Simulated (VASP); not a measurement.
Wanted: the native input for a VASP 6.6.1 run.

| Quantity | Value |
| --- | --- |
| Task | single point |
| Functional | PBE |
| Potentials or basis | VASP PAW PBE potentials, release 64 (Si, C) |
| Cutoff | 520 eV |
| k mesh | 10 × 10 × 3 |
| Occupations | gaussian, width 0.05 eV |
| Spin | no spin polarisation |
| Dipole correction | no |
| Further INCAR settings | ALGO = Normal; EDIFF = 1e-07; NBANDS = 26 |

The structure of SiC lies in POSCAR:

```
SiC
1.0
   -3.0941201809      0.0000000000      0.0000000000
   -1.5470600905     -2.6795866790      0.0000000000
   -2.7072004523     -1.5630029098     10.1293391998
Si C
4 4
Direct
    0.3201606920      0.3201606920      0.5940441877
    0.2784773586      0.2784773586      0.0940441877
    0.7992867286      0.7992867286      0.3440995566
    0.5076367286      0.5076367286      0.8440995566
    0.4298425234      0.4298425234      0.4060074460
   -0.1951408099     -0.1951408099      0.9060074460
   -0.0913726674     -0.0913726674      0.1566478097
   -0.3830226674     -0.3830226674      0.6566478097
```

This cell differs from its parent crystal: the part above a cut slid along it.

The input as run:

INCAR

```
SYSTEM = SiC
PREC = Accurate
ENCUT = 520
EDIFF = 1E-7
ISMEAR = 0
SIGMA = 0.05
LREAL = .False.
LASPH = .True.
NELM = 80
ALGO = Normal
ISIF = 2
LWAVE = .False.
LCHARG = .False.
GGA = PE
NBANDS = 26
```

KPOINTS

```
regular mesh
0
Gamma
  10 10 3
  0 0 0
```

Potentials or basis: VASP PAW PBE potentials, release 64 (Si, C).

Run with:

```console
$ cat potpaw_PBE.64/Si/POTCAR potpaw_PBE.64/C/POTCAR > POTCAR
$ mpirun -np 1 vasp_std > vasp.out
```

Results of the run:

The pressure is -2.1 GPa and the largest force is 0.744 eV/Å. The band gap on the k mesh is 0.51 eV (least direct gap 1.34 eV).

Caveat: the cell differs from its parent crystal (the part above a cut slid along it); the stress differs along the axes, from -7 to 3 GPa; semilocal functionals underestimate gaps, and a narrow one can read as zero.

Run time: 3.1 min on 1 thread of Intel Xeon 8259CL, with other jobs on the host, peak memory 0.29 GiB.
